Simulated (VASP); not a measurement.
# WSe2 (R-3m) in VASP: single point with PBE

Aim: the single point of WSe2 with PBE.

Program: VASP 6.6.1. These are calculated values, not measurements. Logs are shortened: lines on timing, memory, paths and dates and some standing lists are left out, and cuts for length are marked.

## 1. The cell of the first run

It takes space group R-3m (No. 166, trigonal). The conventional cell has a = 3.287 Å, b = 3.287 Å, c = 19.492 Å, α = 90.00°, β = 90.00°, γ = 120.00°. W (site symmetry -3m) has 6 Se at 2.55 Å and 6 W at 3.29 Å within 3.4 Å. Within 3.4 Å of Se (site symmetry 3m) lie 3 W at 2.55 Å and 6 Se at 3.29 Å.

## 2. Single point, PBE

The input, INCAR:

```
SYSTEM = WSe2
ALGO     = Normal         ! electronic algorithm
EDIFF    = 1E-6           ! SCF threshold, eV
ENCUT    = 520            ! plane-wave cutoff, eV
GGA      = PE             ! functional
ISIF     = 2              ! what is computed and relaxed
ISMEAR   = -1             ! smearing method
LASPH    = .True.         ! aspherical terms in the spheres
LCHARG   = .False.        ! write CHGCAR
LREAL    = .False.        ! projectors in reciprocal space
LWAVE    = .False.        ! write WAVECAR
NBANDS   = 20             ! bands
NELM     = 60             ! most SCF steps
PREC     = Accurate       ! precision mode
SIGMA    = 0.02           ! smearing width, eV
```

The input, KPOINTS:

```
k-points
0
Gamma
  6 6 6
  0 0 0
```

The input, POSCAR:

```
WSe2
1.0
    1.6433003395      0.9487598934      6.4972670243
   -1.6433003395      0.9487598934      6.4972670243
    0.0000000000     -1.8975197868      6.4972670243
W Se
1 2
Direct
    0.0000000000      0.0000000000      0.0000000000
    0.2462563273      0.2462563273      0.2462563273
    0.7537436727      0.7537436727      0.7537436727
```

Potentials or basis: VASP PAW PBE potentials, release 64 (W_sv, Se).

Launch:

```bash
> cat potpaw_PBE.64/W_sv/POTCAR potpaw_PBE.64/Se/POTCAR > POTCAR
> mpirun -np 1 vasp_std > vasp.out
```

OUTCAR:

```text
SYSTEM = WSe2
   EDIFF = 1E-6
   ENCUT = 520
   GGA = PE
   ISIF = 2
   ISMEAR = -1
   LASPH = .True.
   LREAL = .False.
   NELM = 60
   PREC = Accurate

 ion  position               nearest neighbor table
   1  0.000  0.000  0.000-   3 2.55   3 2.55   2 2.55   2 2.55   3 2.55   2 2.55
   2  0.246  0.246  0.246-   1 2.55   1 2.55   1 2.55
   3  0.754  0.754  0.754-   1 2.55   1 2.55   1 2.55

  LATTYP: Found a trigonal (rhomboedric) cell.
 ALAT       =     6.7686823035
 COS(alpha) =     0.8821157934

  Lattice vectors:

 A1 = (   1.6433003395,   0.9487598934,   6.4972670243)
 A2 = (  -1.6433003395,   0.9487598934,   6.4972670243)
 A3 = (   0.0000000000,  -1.8975197868,   6.4972670243)

Analysis of symmetry for initial positions (statically):
=====================================================================
 Subroutine PRICEL returns:
 Original cell was already a primitive cell.

 Routine SETGRP: Setting up the symmetry group for a
 trigonal (rhombohedral) supercell.

 Subroutine GETGRP returns: Found 12 space group operations
 (whereof 12 operations were pure point group operations)
 out of a pool of 12 trial point group operations.

The static configuration has the point symmetry D_3d.

Analysis of symmetry for dynamics (positions and initial velocities):
=====================================================================
 Subroutine PRICEL returns:
 Original cell was already a primitive cell.

 Routine SETGRP: Setting up the symmetry group for a
 trigonal (rhombohedral) supercell.

 Subroutine GETGRP returns: Found 12 space group operations
 (whereof 12 operations were pure point group operations)
 out of a pool of 12 trial point group operations.

The dynamic configuration has the point symmetry D_3d.

 Subroutine INISYM returns: Found 12 space group operations
 (whereof 12 operations are pure point group operations),
 and found     1 'primitive' translations

----------------------------------------------------------------------------------------

                                     Primitive cell

  volume of cell :      60.7792

  direct lattice vectors                    reciprocal lattice vectors
     1.643300340  0.948759893  6.497267024     0.304265744  0.175667909  0.051303622
    -1.643300340  0.948759893  6.497267024    -0.304265744  0.175667909  0.051303622
     0.000000000 -1.897519787  6.497267024     0.000000000 -0.351335818  0.051303622

  length of vectors
     6.768682304  6.768682304  6.768682304     0.355061852  0.355061852  0.355061852

  position of ions in fractional coordinates (direct lattice)
     0.000000000  0.000000000  0.000000000
     0.246256327  0.246256327  0.246256327
     0.753743673  0.753743673  0.753743673

  ion indices of the primitive-cell ions
   primitive index   ion index
                 1           1
                 2           2
                 3           3

----------------------------------------------------------------------------------------

 KPOINTS: k-points

Automatic generation of k-mesh.
 Grid dimensions read from file:
 generate k-points for:    6    6    6

 Generating k-lattice:

  Cartesian coordinates                     Fractional coordinates (reciprocal lattice)
     0.050710957  0.029277985  0.008550604     0.166666667  0.000000000  0.000000000
    -0.050710957  0.029277985  0.008550604     0.000000000  0.166666667  0.000000000
     0.000000000 -0.058555970  0.008550604     0.000000000  0.000000000  0.166666667

  Length of vectors
     0.059176975  0.059176975  0.059176975

  Shift w.r.t. Gamma in fractional coordinates (k-lattice)
     0.000000000  0.000000000  0.000000000

 Subroutine IBZKPT returns following result:
 ===========================================

 Found     32 irreducible k-points:

 Following reciprocal coordinates:
            Coordinates               Weight
  0.000000  0.000000  0.000000      1.000000
  0.166667 -0.000000 -0.000000      6.000000
  0.333333 -0.000000 -0.000000      6.000000
  0.500000 -0.000000 -0.000000      3.000000
  0.166667  0.166667 -0.000000      6.000000
  0.333333  0.166667 -0.000000     12.000000
[... 16 lines left out ...]
  0.500000  0.500000  0.166667      6.000000
 -0.333333  0.500000  0.166667     12.000000
 [... further k-points ...]
   k-points           NKPTS =     32   k-points in BZ     NKDIM =     32   number of bands    NBANDS=     20
   number of dos      NEDOS =    301   number of ions     NIONS =      3
   total plane-waves  NPLWV = 125000
   dimension x,y,z NGX =    50 NGY =   50 NGZ =   50
   dimension x,y,z NGXF=   100 NGYF=  100 NGZF=  100
   ions per type =               1   2
   NGX,Y,Z   is equivalent  to a cutoff of  12.28, 12.28, 12.28 a.u.
   NGXF,Y,Z  is equivalent  to a cutoff of  24.56, 24.56, 24.56 a.u.
 SYSTEM =  WSe2
   PREC   = accura    normal or accurate (medium, high low for compatibility)
   ISTART =      0    job   : 0-new  1-cont  2-samecut
   ICHARG =      2    charge: 1-file 2-atom 10-const
   ISPIN  =      1    spin polarized calculation?
   LNONCOLLINEAR =      F non collinear calculations
   LSORBIT =      F    spin-orbit coupling
   LASPH  =      T    aspherical Exc in radial PAW
   ENCUT  =  520.0 eV  38.22 Ry    6.18 a.u.  12.59 12.59 12.59*2*pi/ulx,y,z
   NELM   =     60;   NELMIN=  2; NELMDL= -5     # of ELM steps
   EDIFF  = 0.1E-05   stopping-criterion for ELM
   LREAL  =      F    real-space projection
   EDIFFG = 0.1E-04   stopping-criterion for IOM
   NSW    =      0    number of steps for IOM
   IBRION =     -1    ionic relax: 0-MD 1-quasi-New 2-CG
   NFREE  =      0    steps in history (QN), initial steepest desc. (CG)
   ISIF   =      2    stress and relaxation
   ISYM   =      2    0-nonsym 1-usesym 2-fastsym
   POTIM  = 0.5000    time-step for ionic-motion
   TEBEG  =    0.0;   TEEND  =   0.0 temperature during run
   PSTRESS=    0.0 pullay stress
   NELECT =      26.0000    total number of electrons
   NUPDOWN=      -1.0000    fix difference up-down
   EMIN   =  10.00;   EMAX   =-10.00  energy-range for DOS
   EFERMI =   0.00;   METHOD = LEGACY
   ISMEAR =    -1;   SIGMA  =   0.02  broadening in eV -4-tet -1-fermi 0-gaus
   EFERMI_NEDOS =   21; number of points for ismear=-14 and -15
   IALGO  =     38    algorithm
   IMIX   =      4    mixing-type and parameters
     AMIX     =   0.40;   BMIX     =  1.00
     AMIX_MAG =   1.60;   BMIX_MAG =  1.00
  volume/ion in A,a.u.               =      20.26       136.72
  Fermi-wavevector in a.u.,A,eV,Ry     =   1.233524  2.331022 20.702366  1.521581
  Thomas-Fermi vector in A             =   2.368251
   LORBIT       =      0    0 simple, 1 ext, 2 COOP (PROOUT), +10 PAW based schemes
   GGA     = PE    functional components
   LHFCALC =     F    Hartree Fock is set to
   AEXX    =    0.0000 exact exchange contribution
   IVDW    =     0    specifies the selected vdW correction
   LEPSILON=     F    determine dielectric tensor
   LRPA    =     F    only Hartree local field effects (RPA)
 non-spin polarized calculation
  energy-cutoff  :      520.00
  volume of cell :       60.78
 maximum number of plane-waves:      1652
   NGX = 25   NGY = 25   NGZ = 25

 number of electron      26.0000003 magnetization

 Free energy of the ion-electron system (eV)
  ---------------------------------------------------
  ext. energy  EPLUGINS =         0.00000000
  ---------------------------------------------------
  free energy    TOTEN  =       -20.85769453 eV

  energy without entropy =      -20.85614559  energy(sigma->0) =      -20.85692006

 E-fermi :   6.7211     XC(G=0): -10.7912

 val. band max:        6.5159058379   @ k =  -0.3333   0.5000   0.3333
 cond. band min:       6.7211346620   @ k =   0.5000   0.3333   0.1667
 fundamental gap:      0.2052288241
 Fermi energy:         6.7211012238

 k-point     1 :       0.0000    0.0000    0.0000
  band No.  band energies     occupation
      1     -68.0566      2.00000
      2     -32.2326      2.00000
      3     -32.2125      2.00000
      4     -32.2125      2.00000
      5      -8.9393      2.00000
      6      -7.4583      2.00000
[... 12 lines left out ...]
     19      12.4888      0.00000
     20      16.1405      0.00000

 k-point     2 :       0.1667   -0.0000   -0.0000
  band No.  band energies     occupation
      1     -68.0540      2.00000
      2     -32.2714      2.00000
      3     -32.2264      2.00000
      4     -32.2213      2.00000
      5      -8.5096      2.00000
      6      -7.3028      2.00000
[... 12 lines left out ...]
     19      13.8934      0.00000
     20      15.5365      0.00000

 k-point     3 :       0.3333   -0.0000   -0.0000
  band No.  band energies     occupation
      1     -68.0488      2.00000
      2     -32.3873      2.00000
      3     -32.2541      2.00000
      4     -32.1988      2.00000
      5      -7.5118      2.00000
      6      -6.8691      2.00000
[... 12 lines left out ...]
     19      12.8746      0.00000
     20      14.3290      0.00000

 k-point     4 :       0.5000   -0.0000   -0.0000
  band No.  band energies     occupation
      1     -68.0462      2.00000
      2     -32.4443      2.00000
      3     -32.2678      2.00000
      4     -32.1875      2.00000
      5      -7.0509      2.00000
      6      -6.3649      2.00000
[... 12 lines left out ...]
     19      12.2337      0.00000
     20      12.6494      0.00000

 k-point     5 :       0.1667    0.1667   -0.0000
  band No.  band energies     occupation
      1     -68.0540      2.00000
      2     -32.2714      2.00000
      3     -32.2264      2.00000
      4     -32.2213      2.00000
      5      -8.4886      2.00000
      6      -7.3368      2.00000
[... 12 lines left out ...]
     19      13.9461      0.00000
     20      15.5531      0.00000
[... 353 lines left out ...]
      6      -6.5400      2.00000
[... 12 lines left out ...]
     19      13.2597      0.00000
     20      14.5147      0.00000

 k-point    22 :      -0.1667    0.3333    0.1667
  band No.  band energies     occupation
      1     -68.0462      2.00000
      2     -32.4148      2.00000
      3     -32.2981      2.00000
      4     -32.1876      2.00000
      5      -6.8519      2.00000
      6      -6.6366      2.00000
[... 12 lines left out ...]
     19      12.5670      0.00000
     20      14.9447      0.00000

 k-point    23 :       0.5000    0.5000    0.1667
  band No.  band energies     occupation
      1     -68.0488      2.00000
      2     -32.3873      2.00000
      3     -32.2541      2.00000
      4     -32.1988      2.00000
      5      -7.2832      2.00000
      6      -7.1285      2.00000
[... 12 lines left out ...]
     19      12.8739      0.00000
     20      14.9526      0.00000

 k-point    24 :      -0.3333    0.5000    0.1667
  band No.  band energies     occupation
      1     -68.0462      2.00000
      2     -32.4148      2.00000
      3     -32.2981      2.00000
      4     -32.1876      2.00000
      5      -6.8705      2.00000
      6      -6.6050      2.00000
[... 12 lines left out ...]
     19      12.9234      0.00000
     20      14.4375      0.00000

 [... further k-points ...]
[... 5 lines left out ...]
  --------------------------------------------------------------------------------------
  -------------------------------------------------------------------------------------
  Total        1.0115505      1.0115505      1.9706787      0.0000000      0.0000000      0.0000000
  in kB       26.6650830     26.6650830     51.9482804      0.0000000      0.0000000      0.0000000
  external PRESSURE =      35.0928155 kB  Pullay stress =       0.0000000 kB

 VOLUME and BASIS-vectors are now :
 -----------------------------------------------------------------------------
  energy-cutoff  :      520.00
  volume of cell :       60.78
      direct lattice vectors                 reciprocal lattice vectors
     1.643300340  0.948759893  6.497267024     0.304265744  0.175667909  0.051303622
    -1.643300340  0.948759893  6.497267024    -0.304265744  0.175667909  0.051303622
     0.000000000 -1.897519787  6.497267024     0.000000000 -0.351335818  0.051303622

 POSITION                                       TOTAL-FORCE (eV/Angst)
 -----------------------------------------------------------------------------------
      0.00000      0.00000      0.00000         0.000000     -0.000000      0.000000
      0.00000      0.00000      4.79998        -0.000000      0.000000     -0.338543
      0.00000      0.00000     14.69182        -0.000000     -0.000000      0.338543
 -----------------------------------------------------------------------------------
    total drift:                                0.000000     -0.000000     -0.000000

  FREE ENERGIE OF THE ION-ELECTRON SYSTEM (eV)
  ---------------------------------------------------
  free  energy   TOTEN  =       -20.8576945324 eV

  energy  without entropy=      -20.8561455927  energy(sigma->0) =      -20.85692006
```

Run time: 1.7 min. Hardware: 1 thread of Intel Xeon Platinum 8259CL at 2.50GHz (Skylake/Cascade Lake), shared host; peak memory 0.34 GiB.

What came out:

- Free energy: -20.8577 eV
- Pressure: 3.5 GPa
- Largest force: 0.339 eV/Å
- Band gap on the k mesh: zero (bands 13 and 14 overlap by 0.46 eV)

Forces in eV/Å, atoms in the order of the input:
```
W    0.000  0.000  0.000
Se   0.000  0.000 -0.339
Se   0.000  0.000  0.339
```

Caveat: the k points lie up to 0.37 Å⁻¹ apart; spin-orbit coupling is left out, which moves the levels of the heavy elements.

The gap in the log of VASP goes by the Fermi energy; the results here count the filled bands.